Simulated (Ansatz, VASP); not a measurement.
ZrCu: VASP beside Ansatz

```
Zr Cu
1.0
     2.58164    0.00000    0.00000
     0.00000    2.58164    0.00000
     0.00000    0.00000    2.58164
Zr Cu
1 1
Direct
  0.50000 0.50000 0.50000
  0.00000 0.00000 0.00000
```

Change from the starting cell: volume scaled by 0.5, crystal datasets.

Alike in both runs: task electric field gradients; functional LDA; k mesh 11 × 11 × 11; occupations fermi-dirac, width 0.05 eV; no spin polarisation.

|  | VASP | Ansatz |
| --- | --- | --- |
| version | VASP 6.6.1 | Ansatz 0.2.0 |
| potentials or method | VASP PAW LDA potentials, release 64 (Zr_sv, Cu), cutoff 520 eV | all-electron PAW with datasets made for the crystal, scalar-relativistic |

```csv
,VASP,Ansatz,Ansatz less VASP
pressure (GPa),325.8,322.7,-3.07
```

LDA's correlation is that of Perdew and Zunger in VASP and of Perdew and Wang (1992) in Ansatz. Both programs put the cell under a high pressure, so it lies far from rest at this level. Ansatz ran all-electron here, and VASP with PAW potentials.

Noted on VASP's run: the cell as given lies far from equilibrium.
